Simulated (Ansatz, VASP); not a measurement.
**Two plane-wave programs on H6C2O**

The input INCAR:

```
ALGO = Normal ; EDIFF = 1E-6
EDIFFG = -0.3 ; ENCUT = 520
GGA = PE ; IBRION = 2
ISIF = 2 ; ISMEAR = -1
LASPH = T ; LCHARG = F
LREAL = Auto ; LWAVE = F
NELM = 60 ; NSW = 35
PREC = Accurate ; SIGMA = 0.02
```

Contents of KPOINTS:

```
k-points
0
Gamma
  1 1 1
```

The input POSCAR:

```
H6C2O
1.0
    7.2936330000      0.0000000000      0.0000000000
    0.0000000000      7.2936330000      0.0000000000
    0.0000000000      0.0000000000      7.2936330000
C O H
8 4 24
Direct
    0.4810122000      0.0213383000      0.8971370000
    0.5952731000      0.1514905000      1.0110499000
    0.8162683000      0.6795270000      0.3456627000
    0.6500101000      0.7717135000      0.4283134000
    0.2614320000      0.2332246000      0.4037288000
    0.1577025000      0.3061826000      0.2397513000
    0.3337106000      0.5250488000      0.8520611000
    0.1560917000      0.6276663000      0.8221868000
    0.7461880000      0.0489308000      1.0815948000
    0.5069531000      0.6383832000      0.4336143000
    0.1864362000      0.4996278000      0.2348822000
    0.0174634000      0.4939817000      0.7878207000
    0.8204289000      0.1315652000      1.1550470000
    0.6432178000      0.2663964000      0.9261149000
    0.5122925000      0.2091013000      1.1229034000
    0.3624291000      0.0921334000      0.8388545000
    0.5633576000     -0.0348208000      0.7854617000
    0.4325875000     -0.0920479000      0.9820168000
    0.3994658000      0.6964859000      0.4865854000
    0.6819904000      0.8219630000      0.5667629000
    0.6097740000      0.8906272000      0.3449073000
    0.9314077000      0.7751915000      0.3377918000
    0.8566817000      0.5621752000      0.4293364000
    0.7845509000      0.6307580000      0.2077441000
    0.1202047000      0.5477155000      0.1298282000
    0.2078776000      0.2410600000      0.1134283000
    0.0110581000      0.2737953000      0.2524979000
    0.2447675000      0.0846866000      0.4151083000
    0.4071852000      0.2645251000      0.3902291000
    0.2105991000      0.2972216000      0.5291337000
   -0.0972686000      0.5587624000      0.7684458000
    0.1225899000      0.7099594000      0.9439303000
    0.1697801000      0.7222751000      0.7056630000
    0.4460634000      0.6204875000      0.8792463000
    0.3201755000      0.4320267000      0.9685500000
    0.3673097000      0.4443278000      0.7305654000
```

Input for Ansatz:

```yaml
accuracy: low
crystal:
  lattice:
    - [7.293633, 0.0, 0.0]
    - [0.0, 7.293633, 0.0]
    - [0.0, 0.0, 7.293633]
  atoms:
    - { symbol: C, position: [0.4810122, 0.0213383, 0.897137] }
    - { symbol: C, position: [0.5952731, 0.1514905, 1.0110499] }
    - { symbol: O, position: [0.746188, 0.0489308, 1.0815948] }
    - { symbol: H, position: [0.8204289, 0.1315652, 1.155047] }
    - { symbol: H, position: [0.6432178, 0.2663964, 0.9261149] }
    - { symbol: H, position: [0.5122925, 0.2091013, 1.1229034] }
    - { symbol: H, position: [0.3624291, 0.0921334, 0.8388545] }
    - { symbol: H, position: [0.5633576, -0.0348208, 0.7854617] }
    - { symbol: H, position: [0.4325875, -0.0920479, 0.9820168] }
    - { symbol: C, position: [0.8162683, 0.679527, 0.3456627] }
    - { symbol: C, position: [0.6500101, 0.7717135, 0.4283134] }
    - { symbol: O, position: [0.5069531, 0.6383832, 0.4336143] }
    - { symbol: H, position: [0.3994658, 0.6964859, 0.4865854] }
    - { symbol: H, position: [0.6819904, 0.821963, 0.5667629] }
    - { symbol: H, position: [0.609774, 0.8906272, 0.3449073] }
    - { symbol: H, position: [0.9314077, 0.7751915, 0.3377918] }
    - { symbol: H, position: [0.8566817, 0.5621752, 0.4293364] }
    - { symbol: H, position: [0.7845509, 0.630758, 0.2077441] }
    - { symbol: C, position: [0.261432, 0.2332246, 0.4037288] }
    - { symbol: C, position: [0.1577025, 0.3061826, 0.2397513] }
    - { symbol: O, position: [0.1864362, 0.4996278, 0.2348822] }
    - { symbol: H, position: [0.1202047, 0.5477155, 0.1298282] }
    - { symbol: H, position: [0.2078776, 0.24106, 0.1134283] }
    - { symbol: H, position: [0.0110581, 0.2737953, 0.2524979] }
    - { symbol: H, position: [0.2447675, 0.0846866, 0.4151083] }
    - { symbol: H, position: [0.4071852, 0.2645251, 0.3902291] }
    - { symbol: H, position: [0.2105991, 0.2972216, 0.5291337] }
    - { symbol: C, position: [0.3337106, 0.5250488, 0.8520611] }
    - { symbol: C, position: [0.1560917, 0.6276663, 0.8221868] }
    - { symbol: O, position: [0.0174634, 0.4939817, 0.7878207] }
    - { symbol: H, position: [-0.0972686, 0.5587624, 0.7684458] }
    - { symbol: H, position: [0.1225899, 0.7099594, 0.9439303] }
    - { symbol: H, position: [0.1697801, 0.7222751, 0.705663] }
    - { symbol: H, position: [0.4460634, 0.6204875, 0.8792463] }
    - { symbol: H, position: [0.3201755, 0.4320267, 0.96855] }
    - { symbol: H, position: [0.3673097, 0.4443278, 0.7305654] }
basis:
  ecutwfc: 420.0
kpoints:
  mp_grid: { grid: [1, 1, 1] }
hamiltonian:
  xc: pbe
scf:
  occupations: { method: fermi_dirac, width: 0.02 }
  lower_state_search: "off"
relax:
  f_tol: 0.3
  max_steps: 15
  adjacent_minimum: "off"
output:
  write_density: true
  write_potential: true
  elf: true
  volumetric_format: npy
```

Alike in both runs: task relaxation of the atoms; functional PBE; k mesh 1 × 1 × 1; occupations fermi-dirac, width 0.02 eV; no spin polarisation.

```csv
,VASP,Ansatz
version,VASP 6.6.1,Ansatz 0.2.0
potentials or method,"VASP PAW PBE potentials, release 64 (C, O, H), cutoff 520 eV","scalar-relativistic, plane waves, PAW"
valence electrons in the cell,80,80
```

VASP gave:

- gap on the k mesh at the Fermi level, each at its own relaxed structure (eV): 4.43

Q: Estimate Ansatz's values.

A: gap on the k mesh at the Fermi level, each at its own relaxed structure (eV): 4.52.

Ansatz's warnings: xc potential rough in thin density.
